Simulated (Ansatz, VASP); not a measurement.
**SiC in VASP and in Ansatz**

```
Si C
1.0
     0.00000    2.17700    2.17700
     2.17700    0.00000    2.17700
     2.17700    2.17700    0.00000
Si C
1 1
Cartesian
  3.2655 3.2655 3.2655
  0.0000 0.0000 0.0000
```

Alike in both runs: task single point; functional PBE; k mesh 8 × 8 × 8; occupations gaussian, width 0.1 eV; no spin polarisation.

|  | VASP | Ansatz |
| --- | --- | --- |
| version | VASP 6.6.1 | Ansatz 0.2.0 |
| potentials or method | VASP PAW PBE potentials, release 64 (Si, C), cutoff 600 eV | scalar-relativistic, plane waves, PAW |
| valence electrons in the cell | 8 | 8 |

|  | VASP | Ansatz | Ansatz less VASP |
| --- | --- | --- | --- |
| gap on the k mesh at the Fermi level (eV) | 1.35 | 1.36 | +0.003 |
| least direct gap on the mesh (eV) | 4.54 | 4.55 | +0.008 |
| pressure (GPa) | 3.7 | 3.9 | +0.20 |

The functional is the same, so the differences come from potentials, cutoffs and numerics.
